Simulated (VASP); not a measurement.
Crystal: TlCl.

```
Tl Cl
1.0
     3.79363    0.00000    0.00000
     0.00000    3.79363    0.00000
     0.00000    0.00000    3.79363
Tl Cl
1 1
Direct
  0.00000 0.00000 0.00000
  0.50000 0.50000 0.50000
```

Base run:

```yaml
Program: VASP 6.6.1
Functional: PBE-based screened hybrid with 50 % exact exchange
Potentials_or_basis: VASP PAW PBE potentials, release 64 (Tl_d, Cl)
Cutoff: 400 eV
k_mesh: 4 × 4 × 4
Occupations: gaussian, width 0.01 eV
Spin: no spin polarisation
```

Its results: band gap on the k mesh 2.66 eV; pressure 1.7 GPa.

The run is repeated on the same cell with these changes: functional from PBE-based screened hybrid with 50 % exact exchange to PBE-based screened hybrid with 5 % exact exchange; share of exact exchange from 0.5 to 0.05. What comes out?

Band gap on the k mesh 2.06 eV; pressure 2.2 GPa.

Caveats: the PAW data sets were made with another functional, which shifts forces and pressure a little; spin-orbit coupling is left out, which moves the levels of the heavy elements.

A k mesh can miss the band edges.
